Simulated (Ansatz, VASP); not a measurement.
BN in VASP and in Ansatz

```xyz
4
Lattice="2.3832 0.0000 0.0000 -1.1916 2.0639 0.0000 0.0000 0.0000 18.0000" Properties=species:S:1:pos:R:3 pbc="T T T"
B     0.0000    0.0000    7.5375
B     1.1916    0.6880   10.8311
N     1.1916    0.6880    7.1689
N     0.0000    0.0000   10.4625
```

Alike in both runs: task single point; functional PBE; dispersion D3(BJ); k mesh 12 × 12 × 1; occupations gaussian, width 0.1 eV; no spin polarisation.

|  | VASP | Ansatz |
| --- | --- | --- |
| version | VASP 6.6.1 | Ansatz 0.2.0 |
| potentials or method | VASP PAW PBE potentials, release 64 (B, N), cutoff 520 eV | scalar-relativistic, plane waves, PAW |
| valence electrons in the cell | 16 | 16 |

```csv
,VASP,Ansatz,Ansatz less VASP
gap on the k mesh at the Fermi level (eV),0.16,0.16,-0.001
least direct gap on the mesh (eV),0.16,0.16,-0.001
rms of the force components (eV/Å),2.882,2.879,-0.0028
```

Atom by atom the forces differ by 0.003 eV/Å (rms over components). Ansatz's warnings: slab cell height set, structure snapped to symmetry.
